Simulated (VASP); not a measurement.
Input of a VASP 6.6.1 run:

INCAR

```
PREC     = Accurate       # precision mode
ENCUT    = 520            # plane-wave cutoff, eV
EDIFF    = 1E-6           # SCF threshold, eV
ISMEAR   = 1              # smearing method
SIGMA    = 0.02           # smearing width, eV
LREAL    = False          # projectors in reciprocal space
LASPH    = True           # aspherical terms in the spheres
NELM     = 60             # most SCF steps
ALGO     = Normal         # electronic algorithm
ISIF     = 2              # what is computed and relaxed
LWAVE    = False          # write WAVECAR
LCHARG   = False          # write CHGCAR
GGA      = RP             # functional
NBANDS   = 11             # bands
```

Contents of KPOINTS:

```
regular mesh
0
Gamma
  8 8 8
```

Contents of POSCAR:

```
BP
1.0
    0.0000000000      2.2875025327      2.2875025327
    2.2875025327      0.0000000000      2.2875025327
    2.2875025327      2.2875025327      0.0000000000
B P
1 1
Direct
    0.0000000000      0.0000000000      0.0000000000
    0.2500000000      0.2500000000      0.2500000000
```

Potentials or basis: VASP PAW PBE potentials, release 64 (B, P).

Run with:

```bash
$ cat potpaw_PBE.64/B/POTCAR potpaw_PBE.64/P/POTCAR > POTCAR
$ mpirun -np 1 vasp_std > vasp.out
```

(1) What does it give for the pressure?

(2) What does it give for the band gap on the k mesh?

Answers

(1) -0.4 GPa.

(2) 1.31 eV, indirect (least direct gap 3.36 eV).

Caveat: the PAW data sets were made with another functional, which shifts forces and pressure a little.
